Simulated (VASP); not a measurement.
# Ta in VASP: notebook

The runs below take Ta through single point, with PBE0, PBEsol-based global hybrid with 25 % exact exchange, PBEsol, LDA.

Program: VASP 6.6.1. These are calculated values, not measurements. Logs are shortened: lines on timing, memory, paths and dates and some standing lists are left out, and cuts for length are marked.

## (1) The cell of the first run

It takes space group P6_3/mmc (No. 194, hexagonal). The conventional cell has a = 2.900 Å, b = 2.900 Å, c = 5.166 Å, α = 90.00°, β = 90.00°, γ = 120.00°. Within 3.8 Å of Ta (site symmetry -6m2) lie 12 Ta at 2.90 to 3.08 Å.

This isn't the form of Ta at room conditions, which is bcc.

## (2) Single point, PBE0

File POSCAR:

```
Ta
1.0
    2.9003720726      0.0000000000      0.0000000000
   -1.4501860363      2.5117958953      0.0000000000
    0.0000000000      0.0000000000      5.1662740000
Ta
2
Direct
    0.3333333333      0.6666666667      0.2500000000
    0.6666666667      0.3333333333      0.7500000000
```

File INCAR.step1:

```
SYSTEM = Ta
ALGO = Normal
EDIFF = 1E-5
ENCUT = 520
GGA = PE
ISIF = 2
ISMEAR = -1
LASPH = .True.
LCHARG = .False.
LREAL = .False.
LWAVE = .True.
NBANDS = 18
NELM = 80
PREC = Accurate
SIGMA = 0.05
```

File INCAR.step2:

```
SYSTEM = Ta
AEXX = 0.25
ALGO = Normal
EDIFF = 1E-7
ENCUT = 520
GGA = PE
ISIF = 2
ISMEAR = -1
ISTART = 1
LASPH = .True.
LCHARG = .False.
LHFCALC = .True.
LREAL = .False.
LWAVE = .False.
NBANDS = 18
NELM = 80
PREC = Accurate
PRECFOCK = Normal
SIGMA = 0.05
```

File KPOINTS:

```
k-points
0
Gamma
  6 6 3
  0 0 0
```

Potentials or basis: VASP PAW PBE potentials, release 64 (Ta_pv).

Command:

```
$ cat potpaw_PBE.64/Ta_pv/POTCAR > POTCAR
$ cp INCAR.step1 INCAR
$ mpirun -np 1 vasp_std > vasp.out
$ cp INCAR.step2 INCAR
$ mpirun -np 1 vasp_std > vasp.out
```

OUTCAR:

```text
SYSTEM = Ta
   AEXX = 0.25
   EDIFF = 1E-7
   ENCUT = 520
   GGA = PE
   ISIF = 2
   ISMEAR = -1
   ISTART = 1
   LASPH = .True.
   LHFCALC = .True.
   LREAL = .False.
   NELM = 80
   PREC = Accurate
   PRECFOCK = Normal

 ion  position               nearest neighbor table
   1  0.333  0.667  0.250-   2 3.08   2 3.08   2 3.08   2 3.08   2 3.08   2 3.08
   2  0.667  0.333  0.750-   1 3.08   1 3.08   1 3.08   1 3.08   1 3.08   1 3.08

  LATTYP: Found a hexagonal cell.
 ALAT       =     2.9003720726
 C/A-ratio  =     1.7812452577

  Lattice vectors:

 A1 = (   2.9003720726,   0.0000000000,   0.0000000000)
 A2 = (  -1.4501860363,   2.5117958953,   0.0000000000)
 A3 = (   0.0000000000,   0.0000000000,   5.1662740000)

Analysis of symmetry for initial positions (statically):
=====================================================================
 Subroutine PRICEL returns:
 Original cell was already a primitive cell.

 Routine SETGRP: Setting up the symmetry group for a
 hexagonal supercell.

 Subroutine GETGRP returns: Found 24 space group operations
 (whereof 12 operations were pure point group operations)
 out of a pool of 24 trial point group operations.

The static configuration has the point symmetry D_3d.
 The point group associated with its full space group is D_6h.

Analysis of symmetry for dynamics (positions and initial velocities):
=====================================================================
 Subroutine PRICEL returns:
 Original cell was already a primitive cell.

 Routine SETGRP: Setting up the symmetry group for a
 hexagonal supercell.

 Subroutine GETGRP returns: Found 24 space group operations
 (whereof 12 operations were pure point group operations)
 out of a pool of 24 trial point group operations.

The dynamic configuration has the point symmetry D_3d.
 The point group associated with its full space group is D_6h.

 Subroutine INISYM returns: Found 24 space group operations
 (whereof 12 operations are pure point group operations),
 and found     1 'primitive' translations

----------------------------------------------------------------------------------------

                                     Primitive cell

  volume of cell :      37.6370

  direct lattice vectors                    reciprocal lattice vectors
     2.900372073  0.000000000  0.000000000     0.344783350  0.199060760  0.000000000
    -1.450186036  2.511795895  0.000000000     0.000000000  0.398121520  0.000000000
     0.000000000  0.000000000  5.166274000     0.000000000  0.000000000  0.193563098

  length of vectors
     2.900372073  2.900372073  5.166274000     0.398121520  0.398121520  0.193563098

  position of ions in fractional coordinates (direct lattice)
     0.333333333  0.666666667  0.250000000
     0.666666667  0.333333333  0.750000000

  ion indices of the primitive-cell ions
   primitive index   ion index
                 1           1
                 2           2

----------------------------------------------------------------------------------------

 KPOINTS: k-points

Automatic generation of k-mesh.
 Grid dimensions read from file:
 generate k-points for:    6    6    3

 Generating k-lattice:

  Cartesian coordinates                     Fractional coordinates (reciprocal lattice)
     0.057463892  0.033176793  0.000000000     0.166666667  0.000000000  0.000000000
     0.000000000  0.066353587  0.000000000     0.000000000  0.166666667  0.000000000
     0.000000000  0.000000000  0.064521033     0.000000000  0.000000000  0.333333333

  Length of vectors
     0.066353587  0.066353587  0.064521033

  Shift w.r.t. Gamma in fractional coordinates (k-lattice)
     0.000000000  0.000000000  0.000000000

 Subroutine IBZKPT returns following result:
 ===========================================

 Found     14 irreducible k-points:

 Following reciprocal coordinates:
            Coordinates               Weight
  0.000000  0.000000  0.000000      1.000000
  0.166667  0.000000  0.000000      6.000000
  0.333333 -0.000000  0.000000      6.000000
  0.500000  0.000000  0.000000      3.000000
  0.166667  0.166667  0.000000      6.000000
  0.333333  0.166667  0.000000     12.000000
  0.333333  0.333333  0.000000      2.000000
  0.000000  0.000000  0.333333      2.000000
  0.166667  0.000000  0.333333     12.000000
  0.333333 -0.000000  0.333333     12.000000
  0.500000  0.000000  0.333333      6.000000
  0.166667  0.166667  0.333333     12.000000
  0.333333  0.166667  0.333333     24.000000
  0.333333  0.333333  0.333333      4.000000
   k-points           NKPTS =     14   k-points in BZ     NKDIM =    108   number of bands    NBANDS=     18
   number of dos      NEDOS =    301   number of ions     NIONS =      2
   total plane-waves  NPLWV =  23040
   dimension x,y,z NGX =    24 NGY =   24 NGZ =   40
   dimension x,y,z NGXF=    48 NGYF=   48 NGZF=   80
   ions per type =               2
   NGX,Y,Z   is equivalent  to a cutoff of  13.76, 13.76, 12.87 a.u.
   NGXF,Y,Z  is equivalent  to a cutoff of  27.51, 27.51, 25.74 a.u.
 SYSTEM =  Ta
   PREC   = accura    normal or accurate (medium, high low for compatibility)
   ISTART =      1    job   : 0-new  1-cont  2-samecut
   ICHARG =      0    charge: 1-file 2-atom 10-const
   ISPIN  =      1    spin polarized calculation?
   LNONCOLLINEAR =      F non collinear calculations
   LSORBIT =      F    spin-orbit coupling
   LASPH  =      T    aspherical Exc in radial PAW
   ENCUT  =  520.0 eV  38.22 Ry    6.18 a.u.   5.39  5.39  9.61*2*pi/ulx,y,z
   NELM   =     80;   NELMIN=  2; NELMDL=  0     # of ELM steps
   EDIFF  = 0.1E-06   stopping-criterion for ELM
   LREAL  =      F    real-space projection
   EDIFFG = 0.1E-05   stopping-criterion for IOM
   NSW    =      0    number of steps for IOM
   IBRION =     -1    ionic relax: 0-MD 1-quasi-New 2-CG
   NFREE  =      0    steps in history (QN), initial steepest desc. (CG)
   ISIF   =      2    stress and relaxation
   ISYM   =      3    0-nonsym 1-usesym 2-fastsym
   POTIM  = 0.5000    time-step for ionic-motion
   TEBEG  =    0.0;   TEEND  =   0.0 temperature during run
   PSTRESS=    0.0 pullay stress
   NELECT =      22.0000    total number of electrons
   NUPDOWN=      -1.0000    fix difference up-down
   EMIN   =  10.00;   EMAX   =-10.00  energy-range for DOS
   EFERMI =   0.00;   METHOD = LEGACY
   ISMEAR =    -1;   SIGMA  =   0.05  broadening in eV -4-tet -1-fermi 0-gaus
   EFERMI_NEDOS =   21; number of points for ismear=-14 and -15
   IALGO  =     38    algorithm
   IMIX   =      1    mixing-type and parameters
     AMIX     =   0.40;   BMIX     =  1.00
     AMIX_MAG =   1.60;   BMIX_MAG =  1.00
  volume/ion in A,a.u.               =      18.82       126.99
  Fermi-wavevector in a.u.,A,eV,Ry     =   1.368812  2.586680 25.492516  1.873647
  Thomas-Fermi vector in A             =   2.494743
   LORBIT       =      0    0 simple, 1 ext, 2 COOP (PROOUT), +10 PAW based schemes
   GGA     = PE    functional components
   LHFCALC =     T    Hartree Fock is set to
   PRECFOCK=normal    Normal, Fast or Accurate (Low or Medium for compatibility)
   ENCUT4O =  -1.0   cutoff for four orbital integrals eV
   NKREDX  =     1    reduce k-point grid by
   NKREDY  =     1    reduce k-point grid by
   NKREDZ  =     1    reduce k-point grid by
   AEXX    =    0.2500 exact exchange contribution
   HFSCREEN=    0.0000 screening length (either q_TF or 0.3 A-1)
   HFSCREENC=   0.0000 screening length for correlation (either q_TF or 0.3 A-1)
   ENCUTFOCK=  -1.0 apply spherical cutoff to Coloumb kernel
   IVDW    =     0    specifies the selected vdW correction
   LEPSILON=     F    determine dielectric tensor
   LRPA    =     F    only Hartree local field effects (RPA)
 non-spin polarized calculation
  energy-cutoff  :      520.00
  volume of cell :       37.64
 maximum number of plane-waves:      1045
 NGX is ok and might be reduce to    24
  NGX = 18; NGY = 18; NGZ = 30

 number of electron      22.0000003 magnetization

 Free energy of the ion-electron system (eV)
  ---------------------------------------------------
  ext. energy  EPLUGINS =         0.00000000
  ---------------------------------------------------
  free energy    TOTEN  =       -28.62741658 eV

  energy without entropy =      -28.62083107  energy(sigma->0) =      -28.62412383

 E-fermi :   5.2584     XC(G=0):  -9.7273

 val. band max:        5.2018570771   @ k =   0.3333  -0.0000   0.3333
 cond. band min:       5.8027674868   @ k =   0.3333   0.1667   0.3333
 fundamental gap:      0.6009104098
 Fermi energy:         5.2584342606

 k-point     1 :       0.0000    0.0000    0.0000
  band No.  band energies     occupation
      1     -32.0775      2.00000
      2     -31.1233      2.00000
      3     -31.0198      2.00000
      4     -31.0198      2.00000
      5     -30.9320      2.00000
      6     -30.9320      2.00000
[... 10 lines left out ...]
     17      11.8359      0.00000
     18      11.8359      0.00000

 k-point     2 :       0.1667    0.0000    0.0000
  band No.  band energies     occupation
      1     -31.9739      2.00000
      2     -31.3207      2.00000
      3     -31.2362      2.00000
      4     -31.1352      2.00000
      5     -31.0948      2.00000
      6     -30.9868      2.00000
[... 10 lines left out ...]
     17      12.1722      0.00000
     18      13.5444      0.00000

 k-point     3 :       0.3333   -0.0000    0.0000
  band No.  band energies     occupation
      1     -31.9071      2.00000
      2     -31.7925      2.00000
      3     -31.7318      2.00000
      4     -31.2374      2.00000
      5     -31.1912      2.00000
      6     -31.0967      2.00000
[... 10 lines left out ...]
     17      12.3263      0.00000
     18      14.4116      0.00000

 k-point     4 :       0.5000    0.0000    0.0000
  band No.  band energies     occupation
      1     -32.1892      2.00000
      2     -32.0510      2.00000
      3     -31.5616      2.00000
      4     -31.3057      2.00000
      5     -31.2648      2.00000
      6     -31.1517      2.00000
[... 165 lines left out ...]
      4     -31.2995      2.00000
      5     -31.1838      2.00000
      6     -31.1692      2.00000
[... 10 lines left out ...]
     17      11.5551      0.00000
     18      12.7529      0.00000

 k-point    13 :       0.3333    0.1667    0.3333
  band No.  band energies     occupation
      1     -32.0603      2.00000
      2     -32.0049      2.00000
      3     -31.4979      2.00000
      4     -31.4178      2.00000
      5     -31.3343      2.00000
      6     -31.2391      2.00000
[... 10 lines left out ...]
     17      13.8063      0.00000
     18      14.5068      0.00000

 k-point    14 :       0.3333    0.3333    0.3333
  band No.  band energies     occupation
      1     -31.8690      2.00000
      2     -31.8690      2.00000
      3     -31.8313      2.00000
      4     -31.7144      2.00000
      5     -31.2950      2.00000
      6     -31.2950      2.00000
[... 10 lines left out ...]
     17      14.6468      0.00000
     18      14.6468      0.00000

------------------------ aborting loop because EDIFF is reached ----------------------------------------

  FORCE on cell =-STRESS in cart. coord.  units (eV):
  Direction    XX          YY          ZZ          XY          YZ          ZX
  --------------------------------------------------------------------------------------
  -------------------------------------------------------------------------------------
  Total       -1.1813529     -1.1813529     -1.2012534      0.0000000      0.0000000     -0.0000000
  in kB      -50.2891996    -50.2891996    -51.1363472      0.0000000      0.0000000     -0.0000000
  external PRESSURE =     -50.5715821 kB  Pullay stress =       0.0000000 kB

 VOLUME and BASIS-vectors are now :
 -----------------------------------------------------------------------------
  energy-cutoff  :      520.00
  volume of cell :       37.64
      direct lattice vectors                 reciprocal lattice vectors
     2.900372073  0.000000000  0.000000000     0.344783350  0.199060760  0.000000000
    -1.450186036  2.511795895  0.000000000     0.000000000  0.398121520  0.000000000
     0.000000000  0.000000000  5.166274000     0.000000000  0.000000000  0.193563098

 POSITION                                       TOTAL-FORCE (eV/Angst)
 -----------------------------------------------------------------------------------
     -0.00000      1.67453      1.29157        -0.000000      0.000000      0.000000
      1.45019      0.83727      3.87471         0.000000     -0.000000     -0.000000
 -----------------------------------------------------------------------------------
    total drift:                                0.000000      0.000000      0.000000

  FREE ENERGIE OF THE ION-ELECTRON SYSTEM (eV)
  ---------------------------------------------------
  free  energy   TOTEN  =       -28.6274165846 eV

  energy  without entropy=      -28.6208310716  energy(sigma->0) =      -28.62412383
```

It took 24 min on 1 thread of AMD EPYC 9R45 (Zen 5), shared host; peak memory 0.14 GiB.

What came out:

| Quantity | Value |
| --- | --- |
| Free energy | -28.6274 eV |
| Pressure | -5.1 GPa |
| Band gap on the k mesh | zero (bands 11 and 12 overlap by 2.47 eV) |

Levels at points of the mesh, in eV from the Fermi level:
```tsv
k point	band 8	band 9	band 10	band 11	band 12	band 13	band 14	band 15
(0.00, 0.00, 0.00)	-5.95	-0.82	-0.79	1.47	1.47	2.23	2.23	4.35
(0.50, 0.00, 0.00)	-4.71	-4.01	-0.98	-0.47	1.13	1.98	7.04	7.85
```

Caveat: the k points lie up to 0.42 Å⁻¹ apart, too coarse for converged energies and pressures of a metal; the PAW data sets were made with another functional, which shifts forces and pressure a little; spin-orbit coupling is left out, which moves the levels of the heavy elements.

(Part 1 of 2 ends here.)
